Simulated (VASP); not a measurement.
Runs of VASP 6.6.1 on Ba2O (antifluorite type). The structure is that of space group Fm-3m (No. 225), or close to it. The cells are those of the table. 

| cell | gap on the mesh (eV) | pressure (GPa) |
| --- | --- | --- |
| a = 4.800 Å, angles 60.0°, 3 atoms | none | 2.4 |
| a = 4.767 Å, angles 60.0°, 3 atoms | none | (b) |
| a = 4.734 Å, angles 60.0°, 3 atoms | none | 4.5 |
| a = 4.833 Å, angles 60.0°, 3 atoms | none | 1.5 |
| a = 4.865 Å, angles 60.0°, 3 atoms | none | (a) |

Alike in all rows: task single point; level PBE; potentials or basis VASP PAW PBE potentials, release 64 (Ba_sv, O); no spin polarisation; k mesh 14 × 14 × 14; cutoff (eV) 520; smearing fermi-dirac 0.0612256 eV.

Q: Estimate the missing entries.

A: (a) 0.7; (b) 3.4.

Caveats: spin-orbit coupling is left out, which moves the levels of the heavy elements; the cell stands under pressure (at least some runs).

A k mesh can miss the band edges, and the runs leave out spin-orbit coupling on Ba.

A gap of «none» marks levels without a gap at the run's occupations.
